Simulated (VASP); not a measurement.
Set up this calculation in VASP 6.6.1, as the native input.

```
Task                   : single point
Functional             : PBE
Potentials or basis    : VASP PAW PBE potentials, release 64 (Eu, O)
Cutoff                 : 600 eV
k mesh                 : 9 × 9 × 9
Occupations            : fermi-dirac, width 0.15 eV
Spin                   : collinear spin, ferromagnetic start
Starting moments       : [7.0, 0.0] μB
Hubbard terms          : Eu f U = 4.0 eV
Dipole correction      : no
Further INCAR settings : ALGO = Normal; EDIFF = 1e-06; NBANDS = 22
```

The structure of EuO lies in POSCAR:

```
EuO
1.0
    0.0000000000      2.5719500000      2.5719500000
    2.5719500000      0.0000000000      2.5719500000
    2.5719500000      2.5719500000      0.0000000000
Eu O
1 1
Direct
    0.0000000000      0.0000000000      0.0000000000
    0.5000000000      0.5000000000      0.5000000000
```

These files were run (other wordings do the same):

INCAR

```
SYSTEM = EuO
ALGO = Normal
EDIFF = 1E-6
ENCUT = 600
GGA = PE
GGA_COMPAT = .False.
ISIF = 2
ISMEAR = -1
ISPIN = 2
LASPH = .True.
LCHARG = .False.
LDAU = .True.
LDAUJ = 0 0
LDAUL = 3 -1
LDAUPRINT = 1
LDAUTYPE = 2
LDAUU = 4 0
LMAXMIX = 6
LORBIT = 11
LREAL = .False.
LWAVE = .False.
MAGMOM = 7 0
NBANDS = 22
NELM = 200
PREC = Accurate
SIGMA = 0.15
```

KPOINTS

```
k-points
0
Gamma
  9 9 9
  0 0 0
```

Potentials or basis: VASP PAW PBE potentials, release 64 (Eu, O).

The run is started by

```bash
$ cat potpaw_PBE.64/Eu/POTCAR potpaw_PBE.64/O/POTCAR > POTCAR
$ mpirun -np 1 vasp_std > vasp.out
```

It gave:

```
Pressure                                              : -0.7 GPa
Band gap on the k mesh                                : zero (filled and empty bands overlap)
Net moment                                            : 6.99 μB per cell
Site moments                                          : Eu +6.68; O -0.10 μB
Valence electrons inside the program's atomic spheres : Eu 14.90; O 4.95
```

Caveat: spin-orbit coupling is left out, which moves the levels of the heavy elements; a cell with one magnetic atom can't hold antiferromagnetic order, which such compounds often take.

Run time: 92 s on 1 thread of Intel(R) Xeon(R) Platinum 8375C CPU @ 2.90GHz (Ice Lake), on a shared host, peak memory 0.23 GiB.
